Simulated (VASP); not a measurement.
Input of a VASP 6.6.1 run:

Contents of POSCAR:

```
Os
1.0
    2.6971481730      0.0000000000      0.0000000000
   -1.3485740865      2.3357988356      0.0000000000
    0.0000000000      0.0000000000      4.2613185190
Os
2
Direct
    0.6666666667      0.3333333333      0.7500000000
    0.3333333333      0.6666666667      0.2500000000
```

INCAR.step1

```
PREC = Accurate
ENCUT = 620
ISMEAR = -1
SIGMA = 0.05
LREAL = False
LASPH = True
NELM = 120
NBANDS = 23
GGA = PE
ALGO = Normal
EDIFF = 1E-5
LWAVE = True
LCHARG = False
GGA_COMPAT = False
```

The input INCAR.step2:

```
PREC = Accurate
ENCUT = 620
EDIFF = 1E-6
ISMEAR = -1
SIGMA = 0.05
LREAL = False
LASPH = True
NELM = 120
ALGO = Normal
ISIF = 2
LWAVE = False
LCHARG = False
METAGGA = R2SCAN
LMIXTAU = True
IVDW = 12
VDW_S6 = 1.0
VDW_S8 = 0.78981345
VDW_A1 = 0.49484001
VDW_A2 = 5.73083694
NBANDS = 23
ISTART = 1
GGA_COMPAT = False
```

File KPOINTS:

```
Automatic mesh
0
Gamma
  11 11 6
```

Potentials or basis: VASP PAW PBE potentials, release 64 (Os_sv_GW).

Launch:

```bash
$ cat potpaw_PBE.64/Os_sv_GW/POTCAR > POTCAR
$ cp INCAR.step1 INCAR
$ mpirun -np 1 vasp_std > vasp.out
$ cp INCAR.step2 INCAR
$ mpirun -np 1 vasp_std > vasp.out
```

Problem. What does it give for the pressure?

Solution. 16.0 GPa.

Problem. What does it give for the dispersion energy per atom?

Solution. -0.320 eV.

Problem. Predict the band gap on the k mesh.

Solution. Zero (bands 16 and 17 overlap by 4.34 eV).

Stress tensor (GPa, compression positive):
```
15.72  0.00  0.00
 0.00 15.72  0.00
 0.00  0.00 16.46
```

Caveat: the cell stands under pressure; the PAW data sets were made with another functional, which shifts forces and pressure a little; spin-orbit coupling is left out, which moves the levels of the heavy elements.
